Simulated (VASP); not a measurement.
# I (C2/m) in VASP: notebook

Aim: see how the results for I move with the level of theory and the settings. Levels: PBE, PBEsol. Tasks: single point.

Everything below comes from runs of VASP 6.6.1. Logs are shortened: lines on timing, memory, paths and dates and some standing lists are left out, and cuts for length are marked.

### Step 1. The cell of the first run

The structure is monoclinic, space group C2/m (No. 12). Conventional cell: a = 4.965 Å, b = 7.251 Å, c = 2.817 Å, α = 90.00°, β = 124.24°, γ = 90.00°. Within 3.7 Å of I (site symmetry 2/m) lie 2 I at 2.82 Å.

### Step 2. Single point, PBE (strained)

INCAR

```
PREC = Accurate
ENCUT = 500
EDIFF = 1E-6
ISMEAR = 0
SIGMA = 0.1
LREAL = False
LASPH = True
NELM = 120
ALGO = Normal
ISIF = 2
LWAVE = False
LCHARG = True
GGA = PE
LELF = True
LVHAR = True
NBANDS = 10
GGA_COMPAT = False
```

KPOINTS

```
regular mesh
0
Gamma
  12 12 18
```

POSCAR

```
I
1.0
    2.4827314056     -3.6254127841      0.0000000000
    2.4827314056      3.6254127841      0.0000000000
   -1.5853614693      0.0000000000      2.3289279441
I
1
Direct
    0.5000000000      0.5000000000      0.5000000000
```

Potentials or basis: VASP PAW PBE potentials, release 64 (I).

On the command line:

```sh
$ cat potpaw_PBE.64/I/POTCAR > POTCAR
$ mpirun -np 1 vasp_std > vasp.out
```

OUTCAR:

```text
PREC = Accurate
   ENCUT = 500
   EDIFF = 1E-6
   ISMEAR = 0
   LREAL = False
   LASPH = True
   NELM = 120
   ISIF = 2
   GGA = PE

 ion  position               nearest neighbor table
   1  0.500  0.500  0.500-

  LATTYP: Found a base centered monoclinic cell.
 ALAT       =     4.9654628112
 B/A-ratio  =     1.4602517115
 C/A-ratio  =     0.5673826054
 COS(beta)  =    -0.5627202553

  Lattice vectors:

 A1 = (   2.4827314056,  -3.6254127841,   0.0000000000)
 A2 = (   2.4827314056,   3.6254127841,   0.0000000000)
 A3 = (  -1.5853614693,   0.0000000000,   2.3289279441)

Analysis of symmetry for initial positions (statically):
=====================================================================
 Subroutine PRICEL returns:
 Original cell was already a primitive cell.

 Routine SETGRP: Setting up the symmetry group for a
 base centered monoclinic supercell.

 Subroutine GETGRP returns: Found  4 space group operations
 (whereof  4 operations were pure point group operations)
 out of a pool of  4 trial point group operations.

The static configuration has the point symmetry C_2h.

Analysis of symmetry for dynamics (positions and initial velocities):
=====================================================================
 Subroutine PRICEL returns:
 Original cell was already a primitive cell.

 Routine SETGRP: Setting up the symmetry group for a
 base centered monoclinic supercell.

 Subroutine GETGRP returns: Found  4 space group operations
 (whereof  4 operations were pure point group operations)
 out of a pool of  4 trial point group operations.

The dynamic configuration has the point symmetry C_2h.

 Subroutine INISYM returns: Found  4 space group operations
 (whereof  4 operations are pure point group operations),
 and found     1 'primitive' translations

----------------------------------------------------------------------------------------

                                     Primitive cell

  volume of cell :      41.9250

  direct lattice vectors                    reciprocal lattice vectors
     2.482731406 -3.625412784  0.000000000     0.201391096 -0.137915330  0.137092127
     2.482731406  3.625412784  0.000000000     0.201391096  0.137915330  0.137092127
    -1.585361469  0.000000000  2.328927944     0.000000000  0.000000000  0.429382112

  length of vectors
     4.394038358  4.394038358  2.817317227     0.279952252  0.279952252  0.429382112

  position of ions in fractional coordinates (direct lattice)
     0.500000000  0.500000000  0.500000000

  ion indices of the primitive-cell ions
   primitive index   ion index
                 1           1

----------------------------------------------------------------------------------------

 KPOINTS: regular mesh

Automatic generation of k-mesh.
 Grid dimensions read from file:
 generate k-points for:   12   12   18

 Generating k-lattice:

  Cartesian coordinates                     Fractional coordinates (reciprocal lattice)
     0.016782591 -0.011492944  0.011424344     0.083333333  0.000000000  0.000000000
     0.016782591  0.011492944  0.011424344     0.000000000  0.083333333  0.000000000
     0.000000000  0.000000000  0.023854562     0.000000000  0.000000000  0.055555556

  Length of vectors
     0.023329354  0.023329354  0.023854562

  Shift w.r.t. Gamma in fractional coordinates (k-lattice)
     0.000000000  0.000000000  0.000000000

 Subroutine IBZKPT returns following result:
 ===========================================

 Found    710 irreducible k-points:

 Following reciprocal coordinates:
            Coordinates               Weight
  0.000000  0.000000  0.000000      1.000000
  0.083333 -0.000000  0.000000      4.000000
  0.166667  0.000000  0.000000      4.000000
  0.250000  0.000000  0.000000      4.000000
  0.333333 -0.000000  0.000000      4.000000
  0.416667 -0.000000  0.000000      4.000000
[... 16 lines left out ...]
  0.500000  0.166667 -0.000000      4.000000
 -0.416667  0.166667 -0.000000      4.000000
 [... further k-points ...]
   k-points           NKPTS =    710   k-points in BZ     NKDIM =    710   number of bands    NBANDS=     10
   number of dos      NEDOS =    301   number of ions     NIONS =      1
   total plane-waves  NPLWV =  24576
   dimension x,y,z NGX =    32 NGY =   32 NGZ =   24
   dimension x,y,z NGXF=    64 NGYF=   64 NGZF=   48
   ions per type =               1
   NGX,Y,Z   is equivalent  to a cutoff of  12.11, 12.11, 14.16 a.u.
   NGXF,Y,Z  is equivalent  to a cutoff of  24.21, 24.21, 28.32 a.u.
 SYSTEM =  unknown system
   PREC   = accura    normal or accurate (medium, high low for compatibility)
   ISTART =      0    job   : 0-new  1-cont  2-samecut
   ICHARG =      2    charge: 1-file 2-atom 10-const
   ISPIN  =      1    spin polarized calculation?
   LNONCOLLINEAR =      F non collinear calculations
   LSORBIT =      F    spin-orbit coupling
   LASPH  =      T    aspherical Exc in radial PAW
   ENCUT  =  500.0 eV  36.75 Ry    6.06 a.u.   8.01  8.01  5.14*2*pi/ulx,y,z
   NELM   =    120;   NELMIN=  2; NELMDL= -5     # of ELM steps
   EDIFF  = 0.1E-05   stopping-criterion for ELM
   LREAL  =      F    real-space projection
   EDIFFG = 0.1E-04   stopping-criterion for IOM
   NSW    =      0    number of steps for IOM
   IBRION =     -1    ionic relax: 0-MD 1-quasi-New 2-CG
   NFREE  =      0    steps in history (QN), initial steepest desc. (CG)
   ISIF   =      2    stress and relaxation
   ISYM   =      2    0-nonsym 1-usesym 2-fastsym
   POTIM  = 0.5000    time-step for ionic-motion
   TEBEG  =    0.0;   TEEND  =   0.0 temperature during run
   PSTRESS=    0.0 pullay stress
   NELECT =       7.0000    total number of electrons
   NUPDOWN=      -1.0000    fix difference up-down
   EMIN   =  10.00;   EMAX   =-10.00  energy-range for DOS
   EFERMI =   0.00;   METHOD = LEGACY
   ISMEAR =     0;   SIGMA  =   0.10  broadening in eV -4-tet -1-fermi 0-gaus
   EFERMI_NEDOS =   21; number of points for ismear=-14 and -15
   IALGO  =     38    algorithm
   IMIX   =      4    mixing-type and parameters
     AMIX     =   0.40;   BMIX     =  1.00
     AMIX_MAG =   1.60;   BMIX_MAG =  1.00
  volume/ion in A,a.u.               =      41.93       282.92
  Fermi-wavevector in a.u.,A,eV,Ry     =   0.901467  1.703525 11.056672  0.812642
  Thomas-Fermi vector in A             =   2.024551
   LORBIT       =      0    0 simple, 1 ext, 2 COOP (PROOUT), +10 PAW based schemes
   GGA     = PE    functional components
   LHFCALC =     F    Hartree Fock is set to
   AEXX    =    0.0000 exact exchange contribution
   IVDW    =     0    specifies the selected vdW correction
   LEPSILON=     F    determine dielectric tensor
   LRPA    =     F    only Hartree local field effects (RPA)
 non-spin polarized calculation
 Gauss-broadening in eV      SIGMA  =   0.10
  energy-cutoff  :      500.00
  volume of cell :       41.93
 maximum number of plane-waves:      1085
   NGX = 15   NGY = 15   NGZ = 11

 number of electron       6.9999999 magnetization

 Free energy of the ion-electron system (eV)
  ---------------------------------------------------
  ext. energy  EPLUGINS =         0.00000000
  ---------------------------------------------------
  free energy    TOTEN  =        -1.37392741 eV

  energy without entropy =       -1.36876836  energy(sigma->0) =       -1.37134788

 E-fermi :   2.6593     XC(G=0):  -8.0457

 val. band max:        2.6590865642   @ k =  -0.1667   0.0000   0.4444
 cond. band min:       2.6708961717   @ k =  -0.0833  -0.0833   0.4444
 fundamental gap:      0.0118096075
 Fermi energy:         2.6593146404

 k-point     1 :       0.0000    0.0000    0.0000
  band No.  band energies     occupation
      1     -11.0523      2.00000
      2       1.1731      2.00000
      3       1.1839      2.00000
      4       7.0606      0.00000
      5       7.3652      0.00000
      6      10.5584      0.00000
      7      10.8889      0.00000
      8      13.4609      0.00000
      9      14.0146      0.00000
     10      18.8292      0.00000

 k-point     2 :       0.0833   -0.0000    0.0000
  band No.  band energies     occupation
      1     -11.0310      2.00000
      2       0.9630      2.00000
      3       1.1337      2.00000
      4       7.3571      0.00000
      5       7.3665      0.00000
      6      10.4183      0.00000
      7      10.8550      0.00000
      8      14.0054      0.00000
      9      14.1005      0.00000
     10      18.9138      0.00000

 k-point     3 :       0.1667    0.0000    0.0000
  band No.  band energies     occupation
      1     -10.9717      2.00000
      2       0.4418      2.00000
      3       1.0235      2.00000
      4       7.3699      0.00000
      5       8.0024      0.00000
      6       9.9857      0.00000
      7      11.3704      0.00000
      8      14.0119      0.00000
      9      15.4719      0.00000
     10      19.1002      0.00000

 k-point     4 :       0.2500    0.0000    0.0000
  band No.  band energies     occupation
      1     -10.8880      2.00000
      2      -0.1565      2.00000
      3       0.8817      2.00000
      4       7.3747      0.00000
      5       8.2575      0.00000
      6      10.3250      0.00000
      7      12.2282      0.00000
      8      14.0132      0.00000
      9      17.1950      0.00000
     10      19.2237      0.00000

 k-point     5 :       0.3333   -0.0000    0.0000
  band No.  band energies     occupation
      1     -10.8008      2.00000
      2      -0.6747      2.00000
      3       0.7485      2.00000
      4       7.3797      0.00000
      5       8.0234      0.00000
      6      11.4737      0.00000
      7      13.3522      0.00000
      8      14.0099      0.00000
      9      18.9978      0.00000
     10      19.1347      0.00000

 k-point     6 :       0.4167   -0.0000    0.0000
  band No.  band energies     occupation
      1     -10.7345      2.00000
      2      -1.0200      2.00000
      3       0.6557      2.00000
      4       7.3836      0.00000
      5       7.7981      0.00000
      6      12.7568      0.00000
      7      13.9676      0.00000
      8      14.6682      0.00000
      9      18.0489      0.00000
     10      18.8587      0.00000
[... 183 lines left out ...]
 k-point    21 :       0.3333    0.1667    0.0000
  band No.  band energies     occupation
      1     -10.7104      2.00000
      2      -0.9389      2.00000
      3       0.2706      2.00000
      4       7.3847      0.00000
      5       8.7811      0.00000
      6      11.4865      0.00000
      7      13.7471      0.00000
      8      15.9227      0.00000
      9      17.0404      0.00000
     10      19.0517      0.00000

 k-point    22 :       0.4167    0.1667   -0.0000
  band No.  band energies     occupation
      1     -10.6930      2.00000
      2      -0.9897      2.00000
      3       0.1832      2.00000
      4       7.3524      0.00000
      5       8.7243      0.00000
      6      12.4168      0.00000
      7      13.3238      0.00000
      8      15.5598      0.00000
      9      17.3438      0.00000
     10      19.1504      0.00000

 k-point    23 :       0.5000    0.1667   -0.0000
  band No.  band energies     occupation
      1     -10.7186      2.00000
      2      -0.8690      2.00000
      3       0.2199      2.00000
      4       7.3181      0.00000
      5       8.8166      0.00000
      6      11.6817      0.00000
      7      13.4711      0.00000
      8      15.7338      0.00000
      9      16.7299      0.00000
     10      19.3553      0.00000

 k-point    24 :      -0.4167    0.1667   -0.0000
  band No.  band energies     occupation
      1     -10.7791      2.00000
      2      -0.6056      2.00000
      3       0.3821      2.00000
      4       7.2910      0.00000
      5       9.0448      0.00000
      6      10.4223      0.00000
      7      13.5255      0.00000
      8      14.6788      0.00000
      9      17.9250      0.00000
     10      19.5504      0.00000

 [... further k-points ...]
[... 5 lines left out ...]
  --------------------------------------------------------------------------------------
  -------------------------------------------------------------------------------------
  Total        0.8028560      0.2832378      1.7726450      0.0000000      0.0000000     -1.2358601
  in kB       30.6813881     10.8240175     67.7421700      0.0000000      0.0000000    -47.2287708
  external PRESSURE =      36.4158586 kB  Pullay stress =       0.0000000 kB

 VOLUME and BASIS-vectors are now :
 -----------------------------------------------------------------------------
  energy-cutoff  :      500.00
  volume of cell :       41.93
      direct lattice vectors                 reciprocal lattice vectors
     2.482731406 -3.625412784  0.000000000     0.201391096 -0.137915330  0.137092127
     2.482731406  3.625412784  0.000000000     0.201391096  0.137915330  0.137092127
    -1.585361469  0.000000000  2.328927944     0.000000000  0.000000000  0.429382112

 POSITION                                       TOTAL-FORCE (eV/Angst)
 -----------------------------------------------------------------------------------
      1.69005      0.00000      1.16446         0.000000     -0.000000      0.000000
 -----------------------------------------------------------------------------------
    total drift:                               -0.000000     -0.000000     -0.000000

  FREE ENERGIE OF THE ION-ELECTRON SYSTEM (eV)
  ---------------------------------------------------
  free  energy   TOTEN  =        -1.3739274122 eV

  energy  without entropy=       -1.3687683554  energy(sigma->0) =       -1.37134788
```

Run time: 1.7 min. Hardware: 1 thread of AMD EPYC 9R45 (Zen 5), shared host; peak memory 0.34 GiB.

Results:

```
Free energy            : -1.3739 eV
Pressure               : 3.6 GPa
Band gap on the k mesh : zero (an odd number of electrons rules out a gap without spin polarisation)
```

Caveat: the cell differs from its parent crystal (strained); the cell stands under pressure; spin-orbit coupling is left out, which moves the levels of the heavy elements; an odd number of electrons without spin polarisation forces a metal; a magnetic or distorted state may lie lower.

(Continued in part 2 of 2.)
